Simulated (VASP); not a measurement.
A run of VASP 6.6.1 is set up as follows.

Contents of INCAR:

```
SYSTEM = AlP
  PREC = Accurate
  ENCUT = 500
  EDIFF = 1E-6
  ISMEAR = 0
  SIGMA = 0.02
  LREAL = .False.
  LASPH = .True.
  NELM = 120
  ALGO = Normal
  ISIF = 2
  LWAVE = .False.
  LCHARG = .False.
  NBANDS = 11
  GGA_COMPAT = .False.
```

File KPOINTS:

```
Automatic mesh
0
Gamma
  8 8 8
  0 0 0
```

The input POSCAR:

```
AlP
1.0
    0.0000000000      2.7168325462      2.7168325462
    2.7168325462      0.0000000000      2.7168325462
    2.7168325462      2.7168325462      0.0000000000
Al P
1 1
Direct
    0.0000000000      0.0000000000      0.0000000000
    0.2500000000      0.2500000000      0.2500000000
```

Potentials or basis: VASP PAW LDA potentials, release 64 (Al, P).

The run is started by

```bash
$ cat potpaw_LDA.64/Al/POTCAR potpaw_LDA.64/P/POTCAR > POTCAR
$ mpirun -np 1 vasp_std > vasp.out
```

Task: What does it give for the pressure?

Result: 0.1 GPa.

Task: Predict the band gap on the k mesh.

Result: 1.41 eV, indirect (least direct gap 3.24 eV).

A k mesh can miss the band edges. As with any semilocal functional, this LDA gap is likely too small.
